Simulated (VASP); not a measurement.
Set up this calculation in VASP 6.6.1, as the native input.

| Property | Result |
| --- | --- |
| Task | single point |
| Functional | revPBE |
| Potentials or basis | VASP PAW PBE potentials, release 64 (Na_pv) |
| Cutoff | 520 eV |
| k mesh | 11 × 11 × 3 |
| Occupations | fermi-dirac, width 0.1 eV |
| Spin | no spin polarisation |
| Dipole correction | no |
| Further INCAR settings | ALGO = Normal; EDIFF = 1e-06; NBANDS = 22 |

The structure of Na lies in POSCAR:

```
Na
1.0
    3.8254185333      0.0000000000      0.0000000000
   -1.9127092667      3.3129096299      0.0000000000
    0.0000000000      0.0000000000     12.4371399490
Na
4
Direct
    1.0000000000      1.0000000000      0.0000000000
    1.0000000000      1.0000000000      0.5000000000
    0.3333333333      0.6666666667      0.2500000000
    0.6666666667      0.3333333333      0.7500000000
```

These files were run (other wordings do the same):

INCAR

```
ALGO     = Normal         # electronic algorithm
EDIFF    = 1E-6           # SCF threshold, eV
ENCUT    = 520            # plane-wave cutoff, eV
GGA      = RE             # functional
ISIF     = 2              # what is computed and relaxed
ISMEAR   = -1             # smearing method
LASPH    = True           # aspherical terms in the spheres
LCHARG   = False          # write CHGCAR
LREAL    = False          # projectors in reciprocal space
LWAVE    = False          # write WAVECAR
NBANDS   = 22             # bands
NELM     = 80             # most SCF steps
PREC     = Accurate       # precision mode
SIGMA    = 0.1            # smearing width, eV
```

KPOINTS

```
k-points
0
Gamma
  11 11 3
```

Potentials or basis: VASP PAW PBE potentials, release 64 (Na_pv).

Launch:

```console
$ cat potpaw_PBE.64/Na_pv/POTCAR > POTCAR
$ mpirun -np 1 vasp_std > vasp.out
```

Results of the run:

```yaml
Pressure: 0.0 GPa
Band_gap_on_the_k_mesh: zero (band 14 reaches 1.38 eV, above the bottom of band 15 at -1.89 eV)
```

Caveat: the PAW data sets were made with another functional, which shifts forces and pressure a little.

Run time: 2.2 min on 1 thread of AMD EPYC 7R13, with other jobs on the host, peak memory 0.25 GiB.
